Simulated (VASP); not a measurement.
The system is Al.

```
Al
1.0
     4.49160    0.00000    0.00000
    -2.24580    3.88984    0.00000
     0.00000    0.00000    2.72260
Al
2
Direct
  0.33333 0.66667 0.00000
  0.66667 0.33333 0.00000
```

This isn't the form of Al at room conditions, which is fcc.

```yaml
Program: VASP 6.6.1
Task: relaxation of cell and atoms
Functional: PBEsol-based global hybrid with 25 % exact exchange
Potentials_or_basis: VASP PAW PBE potentials, release 64 (Al)
Cutoff: 500 eV
k_mesh: 4 × 4 × 5
Occupations: fermi-dirac, width 0.05 eV
Spin: no spin polarisation
```

At the start: pressure 0.7 GPa; volume 23.78 Å³/atom.

How do energy, volume and symmetry change on relaxing?

Over 9 steps the energy falls by 18.8 meV/atom and the volume is 24.22 Å³/atom (+1.8 %); space group P6/mmm (No. 191, to 0.1 Å) before and after.

Step by step:
```csv
step,energy change (eV),largest force (eV/Å),pressure (GPa),volume (Å³)
1,0.0000,0.1125,0.69,47.57
2,-0.0322,0.0107,0.48,48.22
3,-0.0367,0.0410,0.43,48.05
4,-0.0367,0.0395,0.43,48.06
5,-0.0374,0.0212,-0.04,48.51
6,-0.0374,0.0209,-0.05,48.51
7,-0.0375,0.0158,-0.03,48.50
8,-0.0376,0.0059,0.00,48.46
9,-0.0376,0.0019,0.02,48.45
```

Final structure:
```yaml
crystal:
  lattice:
    - [4.44888, 0.00809, 0.00000]
    - [-2.21744, 3.85689, 0.00000]
    - [0.00000, 0.00000, 2.82039]
  atoms:
    - { symbol: Al, position: [0.33204, 0.66796, 0.00000] }
    - { symbol: Al, position: [0.66796, 0.33204, 0.00000] }
```

Caveat: the k points lie up to 0.45 Å⁻¹ apart in the final cell, too coarse for converged energies and pressures of a metal; the PAW data sets were made with another functional, which shifts forces and pressure a little.
